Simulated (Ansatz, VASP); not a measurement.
## AgCl in VASP and in Ansatz

INCAR

```
SYSTEM = AgCl
PREC = Accurate ; ENCUT = 520
EDIFF = 1E-6 ; ISMEAR = -1
SIGMA = 0.02 ; LREAL = .False.
LASPH = .True. ; NELM = 100
ALGO = Normal ; ISIF = 2
LWAVE = .False. ; LCHARG = .True.
GGA = CA ; LELF = .True.
LVHAR = .True. ; NBANDS = 16
```

Contents of KPOINTS:

```
Automatic mesh
0
Gamma
  8 8 8
  0 0 0
```

POSCAR

```
AgCl
1.0
    0.0000000000      2.7165392174      2.7165392174
    2.7165392174      0.0000000000      2.7165392174
    2.7165392174      2.7165392174      0.0000000000
Ag Cl
1 1
Direct
    0.5000000000      0.5000000000      0.5000000000
    0.0000000000      0.0000000000      0.0000000000
```

Input for Ansatz:

```yaml
crystal:
  lattice:
    - [0.0, 2.7165392174, 2.7165392174]
    - [2.7165392174, 0.0, 2.7165392174]
    - [2.7165392174, 2.7165392174, 0.0]
  atoms:
    - { symbol: Ag, position: [0.5, 0.5, 0.5] }
    - { symbol: Cl, position: [0.0, 0.0, 0.0] }
kpoints:
  mp_grid: { grid: [8, 8, 8] }
  band_path:
    path:
      - [0.0, 0.0, 0.0]
      - [0.5, 0.0, 0.5]
      - [0.625, 0.25, 0.625]
      - [0.375, 0.375, 0.75]
      - [0.0, 0.0, 0.0]
      - [0.5, 0.5, 0.5]
      - [0.5, 0.25, 0.75]
      - [0.5, 0.0, 0.5]
    npoints: 5
scf:
  occupations: { method: fermi_dirac, width: 0.02 }
hamiltonian:
  xc: lda
  pseudopotentials: { kind: all_electron, lapw: { basis_error: 0.0005 } }
output:
  forces: true
  stress: true
  eigenvalues: true
```

Change from the starting cell: volume scaled by 0.94.

Alike in both runs: task single point; functional LDA; k mesh 8 × 8 × 8; occupations fermi-dirac, width 0.02 eV; no spin polarisation.

```csv
,VASP,Ansatz
version,VASP 6.6.1,Ansatz 0.2.0
potentials or method,"VASP PAW LDA potentials, release 64 (Ag, Cl), cutoff 520 eV","all-electron LAPW, scalar-relativistic"
```

```tsv
	VASP	Ansatz	Ansatz less VASP
pressure (GPa)	-2.7	-2.7	-0.01
```

LDA's correlation is that of Perdew and Zunger in VASP and of Perdew and Wang (1992) in Ansatz. Ansatz ran all-electron here, and VASP with PAW potentials.
